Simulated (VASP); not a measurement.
A run of VASP 6.6.1 is set up as follows.

The input INCAR:

```
ALGO = Normal
EDIFF = 1E-7
ENCUT = 520
GGA = CA
ISIF = 2
ISMEAR = 0
LASPH = True
LCHARG = True
LELF = True
LREAL = Auto
LVHAR = True
LWAVE = False
NBANDS = 72
NELM = 100
PREC = Accurate
SIGMA = 0.1
```

File KPOINTS:

```
k-points
0
Gamma
  3 3 3
```

POSCAR

```
Al
1.0
    8.1000000000      0.0000000000      0.0000000000
    0.0000000000      8.1000000000      0.0000000000
    0.0000000000      0.0000000000      8.1000000000
Al
33
Direct
    0.4996471605      0.0147091358     -0.0106046914
    0.7561819753      0.2499577778     -0.0003475309
    0.7519250617      0.0018880247      0.2470458025
    0.0060044444      0.0044641975      0.0059543210
    0.2496728395      0.2500330864      0.0044528395
    0.4996569136      0.4849796296     -0.0109824691
    0.7724106173      0.7503585185     -0.0118464198
    0.2569616049     -0.0027346914      0.2568895062
    0.5027349383      0.2503608642      0.2414959259
    0.7523192593      0.4979923457      0.2468502469
    0.5068854321      0.0421648148      0.5069144444
    0.7577944444      0.2501764198      0.4977532099
    0.7503862963      0.0037086420      0.7503808642
    0.0059616049      0.4958260494      0.0059145679
    0.2450307407      0.7501880247     -0.0013233333
    0.0043844444      0.2500359259      0.2497025926
    0.2570541975      0.5035139506      0.2569770370
    0.5271087654      0.7493306173      0.1617682716
   -0.0104883951      0.0144502469      0.4996188889
    0.2414434568      0.2503616049      0.5026427160
    0.5068161728      0.4594881481      0.5068488889
    0.7606581481      0.7499972840      0.4997316049
    0.2470582716      0.0020487654      0.7519748148
    0.4978056790      0.2501725926      0.7576675309
    0.7505327160      0.4965813580      0.7505276543
   -0.0009544444      0.7501885185      0.2453561728
   -0.0108650617      0.4852476543      0.4996279012
    0.1626858025      0.7493319753      0.5274146914
   -0.0003595062      0.2499588889      0.7560813580
    0.2468628395      0.4978269136      0.7523714815
    0.4998128395      0.7499970370      0.7605756790
   -0.0121597531      0.7503558025      0.7718612346
    0.4393732099      0.7512488889      0.4387369136
```

Potentials or basis: VASP PAW LDA potentials, release 64 (Al).

Run with:

```sh
$ cat potpaw_LDA.64/Al/POTCAR > POTCAR
$ mpirun -np 1 vasp_std > vasp.out
```

(1) Estimate the band gap on the k mesh.

(2) Predict the pressure.

(3) Predict the largest force.

Results:

(1) zero (an odd number of electrons rules out a gap without spin polarisation).

(2) 1.4 GPa.

(3) 0.507 eV/Å.
